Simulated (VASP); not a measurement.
Wanted: the native input for a VASP 6.6.1 run.

| Property | Result |
| --- | --- |
| Task | single point |
| Functional | PBE |
| Potentials or basis | VASP PAW PBE potentials, release 64 (Cd_sv_GW, O) |
| Cutoff | 700 eV |
| k mesh | 7 × 7 × 7 |
| Occupations | fermi-dirac, width 0.1 eV |
| Spin | no spin polarisation |
| Dipole correction | no |
| Further INCAR settings | ALGO = Normal; EDIFF = 1e-06; NBANDS = 20 |

The structure of CdO lies in POSCAR:

```
CdO
1.0
    0.0000000000      2.3591184600      2.3591184600
    2.3591184600      0.0000000000      2.3591184600
    2.3591184600      2.3591184600      0.0000000000
Cd O
1 1
Direct
    0.0000000000      0.0000000000      0.0000000000
    0.5000000000      0.5000000000      0.5000000000
```

One way to write it, as run:

INCAR

```
ALGO = Normal
EDIFF = 1E-6
ENCUT = 700
GGA = PE
GGA_COMPAT = False
ISIF = 2
ISMEAR = -1
LASPH = True
LCHARG = False
LREAL = False
LWAVE = False
NBANDS = 20
NELM = 120
PREC = Accurate
SIGMA = 0.1
```

KPOINTS

```
k-points
0
Gamma
  7 7 7
```

Potentials or basis: VASP PAW PBE potentials, release 64 (Cd_sv_GW, O).

The run is started by

```sh
$ cat potpaw_PBE.64/Cd_sv_GW/POTCAR potpaw_PBE.64/O/POTCAR > POTCAR
$ mpirun -np 1 vasp_std > vasp.out
```

Results of the run:

```
Pressure               : 4.1 GPa
Band gap on the k mesh : zero (bands 13 and 14 overlap by 0.37 eV)
```

Caveat: the cell stands under pressure; semilocal functionals underestimate gaps, and a narrow one can read as zero.

Wall time 39 s on 1 thread of AMD EPYC 7571, on a shared host, peak memory 0.15 GiB.
